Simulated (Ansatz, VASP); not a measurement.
## Ir in VASP and in Ansatz

The input INCAR:

```
SYSTEM = Ir
PREC = Accurate
ENCUT = 600
EDIFF = 1E-6
ISMEAR = 0
SIGMA = 0.1
LREAL = .False.
LASPH = .True.
NELM = 80
ALGO = Normal
ISIF = 3
LWAVE = .False.
LCHARG = .False.
GGA = PS
IBRION = 2
NSW = 100
EDIFFG = -0.005
```

Contents of KPOINTS:

```
regular mesh
0
Gamma
  18 18 10
  0 0 0
```

Contents of POSCAR:

```
Ir
1.0
    2.7164606763      0.0000000000      0.0000000000
   -1.3582303382      2.3525239541      0.0000000000
    0.0000000000      0.0000000000      4.4075463864
Ir
2
Direct
    0.6666666667      0.3333333333      0.7500000000
    0.3333333333      0.6666666667      0.2500000000
```

Input for Ansatz:

```yaml
crystal:
  lattice:
    - [2.7164606763, 0.0, 0.0]
    - [-1.3582303382, 2.3525239541, 0.0]
    - [0.0, 0.0, 4.4075463864]
  atoms:
    - { symbol: Ir, position: [0.6666666667, 0.3333333333, 0.75] }
    - { symbol: Ir, position: [0.3333333333, 0.6666666667, 0.25] }
basis:
  ecutwfc: 420
kpoints:
  mp_grid: { grid: [18, 18, 10] }
hamiltonian:
  xc: pbesol
  pseudopotentials: { kind: paw, azcp: { folder: soft_1 } }
scf:
  occupations: { method: gaussian, width: 0.1 }
output:
  forces: true
  stress: true
  eigenvalues: true
relax:
  adjacent_minimum: "off"
  f_tol: 0.005
  max_steps: 80
  cell: { stress_tol: 0.05 }
```

Alike in both runs: task relaxation of cell and atoms; functional PBEsol; k mesh 18 × 18 × 10; occupations gaussian, width 0.1 eV; no spin polarisation.

```csv
,VASP,Ansatz
version,VASP 6.6.1,Ansatz 0.2.0
potentials or method,"VASP PAW PBE potentials, release 64 (Ir), cutoff 600 eV","scalar-relativistic, plane waves, PAW"
valence electrons in the cell,18,34
```

|  | VASP | Ansatz | Ansatz less VASP |
| --- | --- | --- | --- |
| gap on the k mesh at the Fermi level, each at its own relaxed structure (eV) | none | none | - |
| relaxed volume (Å³/atom) | 14.15 | 14.11 | -0.040 |
| relaxed length of the cell vector where the two differ most in proportion (Å) | 2.721 | 2.719 | -0.0026 |

VASP's potentials were made for PBE, not for PBEsol, and Ansatz warns of the same on its side. A gap of «none» marks a metal or a gap that the smearing closes. VASP's potentials hold 18 valence electrons a cell and Ansatz's 34, so a difference there can come from the potentials and not from the codes.

Spin-orbit coupling is off throughout.
